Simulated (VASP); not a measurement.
A run of VASP 6.6.1 is set up as follows.

File INCAR:

```
PREC = Accurate ; ENCUT = 520
EDIFF = 1E-7 ; ISMEAR = -1
SIGMA = 0.05 ; LREAL = F
LASPH = T ; NELM = 80
ALGO = Normal ; ISIF = 2
LWAVE = F ; LCHARG = T
GGA = PS ; LELF = T
LVHAR = T ; NBANDS = 28
```

Contents of KPOINTS:

```
regular mesh
0
Gamma
  7 7 7
```

File POSCAR:

```
BaTiO3
1.0
    3.9047057416      0.0000000000      0.0000000000
    0.0000000000      3.9047057416      0.0000000000
    0.0000000000      0.0000000000      3.9052719708
Ba Ti O
1 1 3
Direct
    0.0000000000      0.0000000000      0.0093320227
    0.5000000000      0.5000000000      0.5110103293
    0.0000000000      0.5000000000      0.5076793200
    0.5000000000      0.0000000000      0.5076793200
    0.5000000000      0.5000000000      0.0072990081
```

Potentials or basis: VASP PAW PBE potentials, release 64 (Ba_sv, Ti_sv, O).

Launch:

```bash
$ cat potpaw_PBE.64/Ba_sv/POTCAR potpaw_PBE.64/Ti_sv/POTCAR potpaw_PBE.64/O/POTCAR > POTCAR
$ mpirun -np 1 vasp_std > vasp.out
```

(1) What does it give for the largest force?

(2) Estimate the pressure.

(3) What does it give for the band gap on the k mesh?

Results:

(1) 0.005 eV/Å.

(2) 12.4 GPa.

(3) 1.90 eV, direct.

Caveat: the PAW data sets were made with another functional, which shifts forces and pressure a little; spin-orbit coupling is left out, which moves the levels of the heavy elements.
